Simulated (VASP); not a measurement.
The system is SrO.

```
CELL_PARAMETERS angstrom
0.00000 2.57989 2.57989
2.57989 0.00000 2.57989
2.57989 2.57989 0.00000
ATOMIC_POSITIONS crystal
Sr 0.50000 0.50000 0.50000
O 0.00000 0.00000 0.00000
```

Base run:

```yaml
Program: VASP 6.6.1
Functional: r2SCAN
Potentials_or_basis: VASP PAW PBE potentials, release 64 (Sr_sv, O)
Cutoff: 520 eV
k_mesh: 8 × 8 × 8
Occupations: gaussian, width 0.01 eV
Spin: no spin polarisation
```

Its results: band gap on the k mesh 3.75 eV (least direct gap 3.84 eV); pressure 0.5 GPa.

Task: The run is repeated on the same cell with these changes: functional from r2SCAN to PBE; occupations from gaussian, width 0.01 eV to fermi-dirac, width 0.02 eV. What comes out?

Result: Band gap on the k mesh 3.27 eV (least direct gap 3.37 eV); pressure 2.4 GPa.

Caveats: the PAW data sets were made with another functional, which shifts forces and pressure a little (at least some runs).

A k mesh can miss the band edges.
